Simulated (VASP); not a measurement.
A run of VASP 6.6.1:

INCAR

```
SYSTEM = HfO2
PREC = Accurate ; ENCUT = 520
EDIFF = 1E-6 ; ISMEAR = 0
SIGMA = 0.05 ; LREAL = .FALSE.
LASPH = .TRUE. ; NELM = 60
ALGO = Normal ; ISIF = 2
LWAVE = .FALSE. ; LCHARG = .FALSE.
GGA = PE ; NBANDS = 31
```

KPOINTS

```
regular mesh
0
G
  6 6 8
  0 0 0
```

The input POSCAR:

```
HfO2
1.0
    5.0032454367      0.0000000000      0.0000000000
    0.0000000000      5.0032454367      0.0000000000
    0.0000000000      0.0000000000      3.3188368560
Hf O
2 4
Direct
    0.0000000000      0.0000000000     -0.0626951577
    0.5000000000      0.5000000000      0.5626951577
    0.1948161092      0.8051838908      0.4798800679
    0.3051838908      0.3051838908      0.0201199321
    0.6948161092      0.6948161092      0.0201199321
    0.8051838908      0.1948161092      0.4798800679
```

Potentials or basis: VASP PAW PBE potentials, release 64 (Hf_pv, O).

Run with:

```sh
$ cat potpaw_PBE.64/Hf_pv/POTCAR potpaw_PBE.64/O/POTCAR > POTCAR
$ mpirun -np 1 vasp_std > vasp.out
```

Hardware: 1 thread of AMD EPYC 9R45 (Zen 5), with other jobs on the host.

How long does it take, and how much memory?

Wall time 100 s on 1 thread of AMD EPYC 9R45 (Zen 5) (shared host), peak memory 0.22 GiB. Counts: scf iterations 14, k points 50.
